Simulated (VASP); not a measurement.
Wanted: the native input for a VASP 6.6.1 run.

| Property | Result |
| --- | --- |
| Task | single point |
| Functional | PBE |
| Potentials or basis | VASP PAW PBE potentials, release 64 (Si, Sb, Te) |
| Cutoff | 500 eV |
| k mesh | 3 × 3 × 4 |
| Occupations | gaussian, width 0.2 eV |
| Spin | no spin polarisation |
| Dipole correction | no |
| Further INCAR settings | ALGO = Normal; EDIFF = 1e-06; NBANDS = 23 |

The structure of Si3Sb2Te lies in POSCAR:

```
Si3Sb2Te
1.0
    4.8801814406     -4.7044126859      0.0000000000
    4.8801814406      4.7044126859      0.0000000000
    0.0000000000      0.0000000000      5.1319158146
Si Sb Te
3 2 1
Direct
    0.0000000000      0.5000000000      0.5000000000
    0.5000000000      0.0000000000      0.5000000000
    0.0000000000      0.0000000000      0.0000000000
    0.3576754458      0.3576754458      0.5000000000
    0.6423245542      0.6423245542      0.5000000000
    0.0000000000      0.0000000000      0.5000000000
```

These files were run (other wordings do the same):

INCAR

```
SYSTEM = Si3Sb2Te
  PREC = Accurate
  ENCUT = 500
  EDIFF = 1E-6
  ISMEAR = 0
  SIGMA = 0.2
  LREAL = .FALSE.
  LASPH = .TRUE.
  NELM = 120
  ALGO = Normal
  ISIF = 2
  LWAVE = .FALSE.
  LCHARG = .FALSE.
  GGA = PE
  NBANDS = 23
  GGA_COMPAT = .FALSE.
```

KPOINTS

```
regular mesh
0
G
  3 3 4
  0 0 0
```

Potentials or basis: VASP PAW PBE potentials, release 64 (Si, Sb, Te).

Command:

```console
$ cat potpaw_PBE.64/Si/POTCAR potpaw_PBE.64/Sb/POTCAR potpaw_PBE.64/Te/POTCAR > POTCAR
$ mpirun -np 1 vasp_std > vasp.out
```

It gave:

The pressure is 0.3 GPa and the largest force is 0.017 eV/Å. The band gap on the k mesh is zero (band 14 reaches 3.16 eV, above the bottom of band 15 at 2.82 eV).

Caveat: spin-orbit coupling is left out, which moves the levels of the heavy elements.

Run time: 39 s on 1 thread of AMD EPYC 9R45 96-Core Processor (Zen 5) (shared host), peak memory 0.29 GiB.
